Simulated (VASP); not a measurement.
# Rh in VASP: single point with LDA

Aim: the single point of Rh with LDA.

Program: VASP 6.6.1. These are calculated values, not measurements. Logs are shortened: lines on timing, memory, paths and dates and some standing lists are left out, and cuts for length are marked.

**1. The cell of the first run**

The cell holds a slab with vacuum, 17 atoms: a = 5.374 Å, b = 5.374 Å, c = 18.700 Å, α = 90.00°, β = 90.00°, γ = 90.00°.

**2. Single point, LDA**

Contents of INCAR:

```
ALGO = Normal
EDIFF = 1E-6
ENCUT = 520
ISIF = 2
ISMEAR = -1
LASPH = T
LCHARG = F
LREAL = Auto
LWAVE = F
NBANDS = 142
NELM = 80
PREC = Accurate
SIGMA = 0.1
```

Contents of KPOINTS:

```
k-points
0
Gamma
  3 3 1
```

Contents of POSCAR:

```
Rh
1.0
    5.3740120000      0.0000000000      0.0000000000
    0.0000000000      5.3740120000      0.0000000000
    0.0000000000      0.0000000000     18.7000000000
Rh
17
Direct
    0.2500000000      0.2500000000      0.0534759000
    0.7500000000      0.2500000000      0.0534759000
    0.2500000000      0.7500000000      0.0534759000
    0.7500000000      0.7500000000      0.0534759000
   -0.0004670375     -0.0006302560      0.1472381982
    0.5007715199     -0.0007250208      0.1472533653
   -0.0004664038      0.5006282094      0.1472342236
    0.5007707584      0.5007130547      0.1472518634
    0.2502006292      0.2499922353      0.2475184531
    0.7501279450      0.2499993714      0.2479330199
    0.2504111589      0.7499855297      0.2479405852
    0.7502673162      0.7499872447      0.2479293986
    0.0044004105      0.0031888624      0.3439463464
    0.4969042948      0.0039345291      0.3441409674
    0.0044187268      0.4967958779      0.3439487247
    0.4969130661      0.4960520761      0.3441429509
    0.7503560570      0.7499923204      0.4288408115
```

Potentials or basis: VASP PAW LDA potentials, release 64 (Rh_pv).

The run is started by

```bash
$ cat potpaw_LDA.64/Rh_pv/POTCAR > POTCAR
$ mpirun -np 1 vasp_std > vasp.out
```

OUTCAR:

```text
EDIFF = 1E-6
   ENCUT = 520
   ISIF = 2
   ISMEAR = -1
   LASPH = T
   LREAL = Auto
   NELM = 80
   PREC = Accurate

 ion  position               nearest neighbor table
   1  0.250  0.250  0.053-   7 2.59   5 2.59   8 2.59   6 2.59   2 2.69   3 2.69   3 2.69   2 2.69

   2  0.750  0.250  0.053-   8 2.59   6 2.59   7 2.59   5 2.59   1 2.69   4 2.69   4 2.69   1 2.69

   3  0.250  0.750  0.053-   7 2.58   5 2.58   6 2.59   8 2.59   1 2.69   4 2.69   1 2.69   4 2.69

   4  0.750  0.750  0.053-   6 2.58   8 2.58   7 2.58   5 2.58   2 2.69   3 2.69   2 2.69   3 2.69

   5  1.000  0.999  0.147-   4 2.58   3 2.58   2 2.59   1 2.59  12 2.67   9 2.67  10 2.68  11 2.68
                             7 2.68   6 2.68   6 2.69   7 2.69
   6  0.501  0.999  0.147-   4 2.58   2 2.59   3 2.59   1 2.59  12 2.67   9 2.67  11 2.67  10 2.68
                             8 2.68   5 2.68   5 2.69   8 2.69
   7  1.000  0.501  0.147-   4 2.58   3 2.58   2 2.59   1 2.59  12 2.67   9 2.67  10 2.68  11 2.68
                             5 2.68   8 2.68   8 2.69   5 2.69
   8  0.501  0.501  0.147-   4 2.58   2 2.59   3 2.59   1 2.59  12 2.67   9 2.67  11 2.67  10 2.68
                             6 2.68   7 2.68   7 2.69   6 2.69
   9  0.250  0.250  0.248-  15 2.60  13 2.60  14 2.60  16 2.60   6 2.67   8 2.67   5 2.67   7 2.67
                            10 2.69  11 2.69  11 2.69  10 2.69
  10  0.750  0.250  0.248-  16 2.61  14 2.61  13 2.62  15 2.62   8 2.68   6 2.68   5 2.68   7 2.68
                             9 2.69  12 2.69  12 2.69   9 2.69
  11  0.250  0.750  0.248-  15 2.61  13 2.61  14 2.62  16 2.62   8 2.67   6 2.67   7 2.68   5 2.68
                            12 2.69   9 2.69   9 2.69  12 2.69
  12  0.750  0.750  0.248-  13 2.63  15 2.63  16 2.64  14 2.64   7 2.67   5 2.67   8 2.67   6 2.67
                            11 2.69  10 2.69  10 2.69  11 2.69
  13  0.004  0.003  0.344-  17 2.50   9 2.60  11 2.61  10 2.62  12 2.63  14 2.65  15 2.65  15 2.72
                            14 2.73
  14  0.497  0.004  0.344-  17 2.50   9 2.60  10 2.61  11 2.62  12 2.64  16 2.64  13 2.65  13 2.73
                            16 2.73
  15  0.004  0.497  0.344-  17 2.50   9 2.60  11 2.61  10 2.62  12 2.63  16 2.65  13 2.65  13 2.72
                            16 2.73
  16  0.497  0.496  0.344-  17 2.50   9 2.60  10 2.61  11 2.62  12 2.64  14 2.64  15 2.65  15 2.73
                            14 2.73
  17  0.750  0.750  0.429-  16 2.50  14 2.50  13 2.50  15 2.50

  LATTYP: Found a simple tetragonal cell.
 ALAT       =     5.3740120000
 C/A-ratio  =     3.4797093866

  Lattice vectors:

 A1 = (   5.3740120000,   0.0000000000,   0.0000000000)
 A2 = (   0.0000000000,   5.3740120000,   0.0000000000)
 A3 = (   0.0000000000,   0.0000000000,  18.7000000000)

Analysis of symmetry for initial positions (statically):
=====================================================================
 Subroutine PRICEL returns:
 Original cell was already a primitive cell.

 Routine SETGRP: Setting up the symmetry group for a
 simple tetragonal supercell.

 Subroutine GETGRP returns: Found  1 space group operations
 (whereof  1 operations were pure point group operations)
 out of a pool of 16 trial point group operations.

The static configuration has the point symmetry C_1 .

Analysis of symmetry for dynamics (positions and initial velocities):
=====================================================================
 Subroutine PRICEL returns:
 Original cell was already a primitive cell.

 Routine SETGRP: Setting up the symmetry group for a
 simple tetragonal supercell.

 Subroutine GETGRP returns: Found  1 space group operations
 (whereof  1 operations were pure point group operations)
 out of a pool of 16 trial point group operations.

The dynamic configuration has the point symmetry C_1 .

 Subroutine INISYM returns: Found  1 space group operations
 (whereof  1 operations are pure point group operations),
 and found     1 'primitive' translations

----------------------------------------------------------------------------------------

                                     Primitive cell

  volume of cell :     540.0561

  direct lattice vectors                    reciprocal lattice vectors
     5.374012000  0.000000000  0.000000000     0.186080716  0.000000000  0.000000000
     0.000000000  5.374012000  0.000000000     0.000000000  0.186080716  0.000000000
     0.000000000  0.000000000 18.700000000     0.000000000  0.000000000  0.053475936

  length of vectors
     5.374012000  5.374012000 18.700000000     0.186080716  0.186080716  0.053475936

  position of ions in fractional coordinates (direct lattice)
     0.250000000  0.250000000  0.053475900
     0.750000000  0.250000000  0.053475900
     0.250000000  0.750000000  0.053475900
     0.750000000  0.750000000  0.053475900
     0.999532962  0.999369744  0.147238198
     0.500771520  0.999274979  0.147253365
[... 9 lines left out ...]
     0.496913066  0.496052076  0.344142951
     0.750356057  0.749992320  0.428840812

  ion indices of the primitive-cell ions
   primitive index   ion index
                 1           1
                 2           2
                 3           3
                 4           4
                 5           5
                 6           6
[... 9 lines left out ...]
                16          16
                17          17

----------------------------------------------------------------------------------------

 KPOINTS: k-points

Automatic generation of k-mesh.
 Grid dimensions read from file:
 generate k-points for:    3    3    1

 Generating k-lattice:

  Cartesian coordinates                     Fractional coordinates (reciprocal lattice)
     0.062026905  0.000000000  0.000000000     0.333333333  0.000000000  0.000000000
     0.000000000  0.062026905  0.000000000     0.000000000  0.333333333  0.000000000
     0.000000000  0.000000000  0.053475936     0.000000000  0.000000000  1.000000000

  Length of vectors
     0.062026905  0.062026905  0.053475936

  Shift w.r.t. Gamma in fractional coordinates (k-lattice)
     0.000000000  0.000000000  0.000000000

 Subroutine IBZKPT returns following result:
 ===========================================

 Found      5 irreducible k-points:

 Following reciprocal coordinates:
            Coordinates               Weight
  0.000000  0.000000  0.000000      1.000000
  0.333333  0.000000  0.000000      2.000000
  0.000000  0.333333  0.000000      2.000000
  0.333333  0.333333  0.000000      2.000000
 -0.333333  0.333333  0.000000      2.000000
   k-points           NKPTS =      5   k-points in BZ     NKDIM =      5   number of bands    NBANDS=    142
   number of dos      NEDOS =    301   number of ions     NIONS =     17
   total plane-waves  NPLWV = 224000
   dimension x,y,z NGX =    40 NGY =   40 NGZ =  140
   dimension x,y,z NGXF=    80 NGYF=   80 NGZF=  280
   ions per type =              17
   NGX,Y,Z   is equivalent  to a cutoff of  12.37, 12.37, 12.45 a.u.
   NGXF,Y,Z  is equivalent  to a cutoff of  24.75, 24.75, 24.89 a.u.
 SYSTEM =  unknown system
   PREC   = accura    normal or accurate (medium, high low for compatibility)
   ISTART =      0    job   : 0-new  1-cont  2-samecut
   ICHARG =      2    charge: 1-file 2-atom 10-const
   ISPIN  =      1    spin polarized calculation?
   LNONCOLLINEAR =      F non collinear calculations
   LSORBIT =      F    spin-orbit coupling
   LASPH  =      T    aspherical Exc in radial PAW
   ENCUT  =  520.0 eV  38.22 Ry    6.18 a.u.   9.99  9.99 34.77*2*pi/ulx,y,z
   NELM   =     80;   NELMIN=  2; NELMDL= -5     # of ELM steps
   EDIFF  = 0.1E-05   stopping-criterion for ELM
   LREAL  =      T    real-space projection
   EDIFFG = 0.1E-04   stopping-criterion for IOM
   NSW    =      0    number of steps for IOM
   IBRION =     -1    ionic relax: 0-MD 1-quasi-New 2-CG
   NFREE  =      0    steps in history (QN), initial steepest desc. (CG)
   ISIF   =      2    stress and relaxation
   ISYM   =      2    0-nonsym 1-usesym 2-fastsym
   POTIM  = 0.5000    time-step for ionic-motion
   TEBEG  =    0.0;   TEEND  =   0.0 temperature during run
   PSTRESS=    0.0 pullay stress
   NELECT =     255.0000    total number of electrons
   NUPDOWN=      -1.0000    fix difference up-down
   EMIN   =  10.00;   EMAX   =-10.00  energy-range for DOS
   EFERMI =   0.00;   METHOD = LEGACY
   ISMEAR =    -1;   SIGMA  =   0.10  broadening in eV -4-tet -1-fermi 0-gaus
   EFERMI_NEDOS =   21; number of points for ismear=-14 and -15
   IALGO  =     38    algorithm
   IMIX   =      4    mixing-type and parameters
     AMIX     =   0.40;   BMIX     =  1.00
     AMIX_MAG =   1.60;   BMIX_MAG =  1.00
  volume/ion in A,a.u.               =      31.77       214.38
  Fermi-wavevector in a.u.,A,eV,Ry     =   1.274800  2.409022 22.111020  1.625114
  Thomas-Fermi vector in A             =   2.407547
   LORBIT       =      0    0 simple, 1 ext, 2 COOP (PROOUT), +10 PAW based schemes
   GGA     = CA    functional components
   LHFCALC =     F    Hartree Fock is set to
   AEXX    =    0.0000 exact exchange contribution
   IVDW    =     0    specifies the selected vdW correction
   LEPSILON=     F    determine dielectric tensor
   LRPA    =     F    only Hartree local field effects (RPA)
 non-spin polarized calculation
  energy-cutoff  :      520.00
  volume of cell :      540.06
 maximum number of plane-waves:     14586
   NGX = 19   NGY = 19   NGZ = 69

 number of electron     255.0000030 magnetization

 Free energy of the ion-electron system (eV)
  ---------------------------------------------------
  ext. energy  EPLUGINS =         0.00000000
  ---------------------------------------------------
  free energy    TOTEN  =      -135.79271316 eV

  energy without entropy =     -134.75082626  energy(sigma->0) =     -135.27176971

 E-fermi :   2.1585     XC(G=0):  -7.2768

 val. band max:        2.1477732343   @ k =   0.3333   0.0000   0.0000
 cond. band min:       2.1770729981   @ k =   0.0000   0.0000   0.0000
 fundamental gap:      0.0292997637
 Fermi energy:         2.1585074218

 k-point     1 :       0.0000    0.0000    0.0000
  band No.  band energies     occupation
      1     -44.8093      2.00000
      2     -44.7997      2.00000
      3     -44.7531      2.00000
      4     -44.7525      2.00000
      5     -44.7420      2.00000
      6     -44.7414      2.00000
[... 699 lines left out ...]
    138       2.8466      0.00205
    139       2.9710      0.00059
 [bands above 139 left out]

------------------------ aborting loop because EDIFF is reached ----------------------------------------

  FORCE on cell =-STRESS in cart. coord.  units (eV):
  Direction    XX          YY          ZZ          XY          YZ          ZX
  --------------------------------------------------------------------------------------
  -------------------------------------------------------------------------------------
  Total      -12.4879590    -12.4905605      0.9122269     -0.0000411      0.0016284     -0.1303100
  in kB      -37.0478641    -37.0555821      2.7062915     -0.0001220      0.0048310     -0.3865891
  external PRESSURE =     -23.7990516 kB  Pullay stress =       0.0000000 kB

 VOLUME and BASIS-vectors are now :
 -----------------------------------------------------------------------------
  energy-cutoff  :      520.00
  volume of cell :      540.06
      direct lattice vectors                 reciprocal lattice vectors
     5.374012000  0.000000000  0.000000000     0.186080716  0.000000000  0.000000000
     0.000000000  5.374012000  0.000000000     0.000000000  0.186080716  0.000000000
     0.000000000  0.000000000 18.700000000     0.000000000  0.000000000  0.053475936

 POSITION                                       TOTAL-FORCE (eV/Angst)
 -----------------------------------------------------------------------------------
      1.34350      1.34350      1.00000         0.006783     -0.000286     -0.026983
      4.03051      1.34350      1.00000         0.004006     -0.000294     -0.122232
      1.34350      4.03051      1.00000         0.004545      0.000087     -0.125816
      4.03051      4.03051      1.00000         0.004575      0.000069      0.043837
      5.37150      5.37062      2.75335        -0.008742     -0.003544      0.014219
      2.69115      5.37012      2.75364         0.005180      0.000462      0.007926
[... 9 lines left out ...]
      2.67042      2.66579      6.43547        -0.011336      0.000056      0.026550
      4.03242      4.03047      8.01932        -0.002450     -0.000009      0.014039
 -----------------------------------------------------------------------------------
    total drift:                               -0.000212     -0.000142     -0.004345

  FREE ENERGIE OF THE ION-ELECTRON SYSTEM (eV)
  ---------------------------------------------------
  free  energy   TOTEN  =      -135.7927131588 eV

  energy  without entropy=     -134.7508262610  energy(sigma->0) =     -135.27176971
```

Wall time 17 min (1 thread of Intel Xeon Platinum 8259CL at 2.50GHz (Skylake/Cascade Lake), shared host); peak memory 0.52 GiB.

Results:

* Free energy: -135.7927 eV
* Largest force: 0.126 eV/Å
* Band gap on the k mesh: zero (an odd number of electrons rules out a gap without spin polarisation)

Forces on the atoms (eV/Å):
```
Rh   0.007  0.000 -0.027
Rh   0.004  0.000 -0.122
Rh   0.005  0.000 -0.126
Rh   0.005  0.000  0.044
Rh  -0.009 -0.004  0.014
Rh   0.005  0.000  0.008
Rh  -0.009  0.003  0.015
Rh   0.005  0.000  0.008
Rh   0.008  0.000  0.043
Rh   0.010  0.000 -0.016
Rh   0.005  0.000 -0.027
Rh  -0.001  0.000  0.022
Rh  -0.005  0.025  0.049
Rh  -0.011  0.000  0.027
Rh  -0.005 -0.025  0.049
Rh  -0.011  0.000  0.027
Rh  -0.002  0.000  0.014
```

Caveat: the k points lie up to 0.39 Å⁻¹ apart, too coarse for converged energies and pressures of a metal.
